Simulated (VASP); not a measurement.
Write the native input for VASP 6.6.1 that does the following.

```yaml
Task: single point
Functional: revPBE
Dispersion: D4
Potentials_or_basis: VASP PAW PBE potentials, release 64 (Ni_sv_GW, Si)
Cutoff: 590 eV
k_mesh: 9 × 9 × 9
Occupations: gaussian, width 0.05 eV
Spin: collinear spin, ferromagnetic start
Starting_moments: "[1.0, 0.0, 0.0] μB"
Hubbard_terms: Ni d U = 5.0 eV
Dipole_correction: no
Further_INCAR_settings: ALGO = Normal; EDIFF = 1e-06; NBANDS = 24
```

The structure of Si2Ni lies in POSCAR:

```
Si2Ni
1.0
    0.0000000000      2.7030000000      2.7030000000
    2.7030000000      0.0000000000      2.7030000000
    2.7030000000      2.7030000000      0.0000000000
Ni Si
1 2
Direct
    0.0000000000      0.0000000000      0.0000000000
    0.7500000000      0.7500000000      0.7500000000
    0.2500000000      0.2500000000      0.2500000000
```

The input as run:

INCAR

```
  PREC = Accurate
  ENCUT = 590
  EDIFF = 1E-6
  ISMEAR = 0
  SIGMA = 0.05
  LREAL = False
  LASPH = True
  NELM = 200
  ALGO = Normal
  ISIF = 2
  LWAVE = False
  LCHARG = False
  ISPIN = 2
  MAGMOM = 1 0 0
  LORBIT = 11
  LMAXMIX = 4
  LDAU = True
  LDAUTYPE = 2
  LDAUL = 2 -1
  LDAUU = 5 0
  LDAUJ = 0 0
  LDAUPRINT = 1
  GGA = RE
  IVDW = 13
  NBANDS = 24
  GGA_COMPAT = False
```

KPOINTS

```
Automatic mesh
0
Gamma
  9 9 9
```

Potentials or basis: VASP PAW PBE potentials, release 64 (Ni_sv_GW, Si).

Command:

```bash
$ cat potpaw_PBE.64/Ni_sv_GW/POTCAR potpaw_PBE.64/Si/POTCAR > POTCAR
$ mpirun -np 1 vasp_std > vasp.out
```

It gave:

The pressure is -6.3 GPa, the band gap on the k mesh is zero (filled and empty bands overlap) and the net moment is 0.00 μB per cell. The valence electrons inside the program's atomic spheres are Ni 16.68; Si 1.59 and the dispersion energy per atom is -0.814 eV.

Caveat: the cell stands under tension; the PAW data sets were made with another functional, which shifts forces and pressure a little; the U is typed as a test and isn't derived for this compound.

Wall time 2.6 min on 1 thread of Intel(R) Xeon(R) Platinum 8488C (Sapphire Rapids) (shared host), peak memory 0.24 GiB.
